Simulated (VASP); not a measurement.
Runs of VASP 6.6.1 on InSe. It takes space group R3m (No. 160, trigonal). The conventional cell has a = 4.000 Å, b = 4.000 Å, c = 25.320 Å, α = 90.00°, β = 90.00°, γ = 120.00°. Within 3.5 Å of In (site symmetry 3m) lie 3 Se at 2.63 Å and 1 In at 2.82 Å. Within 3.5 Å of In (site symmetry 3m) lie 3 Se at 2.64 Å and 1 In at 2.82 Å. Se (site symmetry 3m) has 3 In at 2.63 Å within 3.5 Å. Se (site symmetry 3m) has 3 In at 2.64 Å within 3.5 Å. 

| task | level | cell | k mesh | cutoff (eV) | smearing | gap on the mesh (eV) | pressure (GPa) | largest force (eV/Å) |
| --- | --- | --- | --- | --- | --- | --- | --- | --- |
| relaxation of cell and atoms | PBEsol | relaxed to 5 GPa | 8 × 8 × 8 | 600 | fermi-dirac 0.05 eV | 0.57 | 5.0 | 0.01 |
| relaxation of cell and atoms | PBE+D4 | relaxed | 8 × 8 × 8 | 600 | fermi-dirac 0.05 eV | 0.29 | 0.0 | 0.01 |
| single point | PBE | as given | 6 × 6 × 6 | 520 | fermi-dirac 0.04 eV | (c) | (b) | 0.38 |
| single point | PBE | as given | 3 × 3 × 3 | 520 | fermi-dirac 0.03 eV | 1.48 | 3.6 | (d) |
| single point | PBE | as given | 5 × 5 × 5 | 520 | fermi-dirac 0.04 eV | 0.96 | 2.9 | (a) |

Alike in all rows: potentials or basis VASP PAW PBE potentials, release 64 (In_d, Se); no spin polarisation.

Q: Estimate the missing entries.

A: (a) 0.37; (b) 2.8; (c) 0.43; (d) 0.35.

Caveats: some runs use coarse meshes; spin-orbit coupling is left out, which moves the levels of the heavy elements; the cell is relaxed towards a set pressure, so the enthalpy falls and the energy may rise (some runs); the PAW data sets were made with another functional, which shifts forces and pressure a little (some runs).

A k mesh can miss the band edges, and the runs leave out spin-orbit coupling on In, Se.
